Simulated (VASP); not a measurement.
PdWSe3:

```xyz
5
Lattice="4.7185 0.0000 0.0000 0.0000 4.7185 0.0000 0.0000 0.0000 4.7185" Properties=species:S:1:pos:R:3 pbc="T T T"
Pd    2.3593    2.3593    2.3593
W     0.0000    0.0000    0.0000
Se    2.3593    0.0000    0.0000
Se    0.0000    2.3593    0.0000
Se    0.0000    0.0000    2.3593
```

| Property | Result |
| --- | --- |
| Program | VASP 6.6.1 |
| Task | relaxation of cell and atoms |
| Functional | PBE |
| Potentials or basis | VASP PAW PBE potentials, release 64 (Pd, W_sv, Se) |
| Cutoff | 600 eV |
| k mesh | 4 × 4 × 4 |
| Occupations | gaussian, width 0.1 eV |
| Spin | no spin polarisation |

At the start: pressure 13.7 GPa; volume 21.01 Å³/atom.

Q: Where does the relaxation end?

A: Over 3 steps the energy falls by 104.3 meV/atom and the volume is 23.80 Å³/atom (+13.3 %); space group Pm-3m (No. 221, to 0.05 Å).

Step by step:
```csv
step,energy change (eV),largest force (eV/Å),pressure (GPa),volume (Å³)
1,0.0000,0.0000,13.74,105.06
2,-0.0677,0.0000,-7.93,134.90
3,-0.5213,0.0000,-0.19,118.99
```

Final structure:
```xyz
5
Lattice="4.9185 0.0000 0.0000 0.0000 4.9185 0.0000 0.0000 0.0000 4.9185" Properties=species:S:1:pos:R:3 pbc="T T T"
Pd    2.4593    2.4593    2.4593
W     0.0000    0.0000    0.0000
Se    2.4593    0.0000    0.0000
Se    0.0000    2.4593    0.0000
Se    0.0000    0.0000    2.4593
```
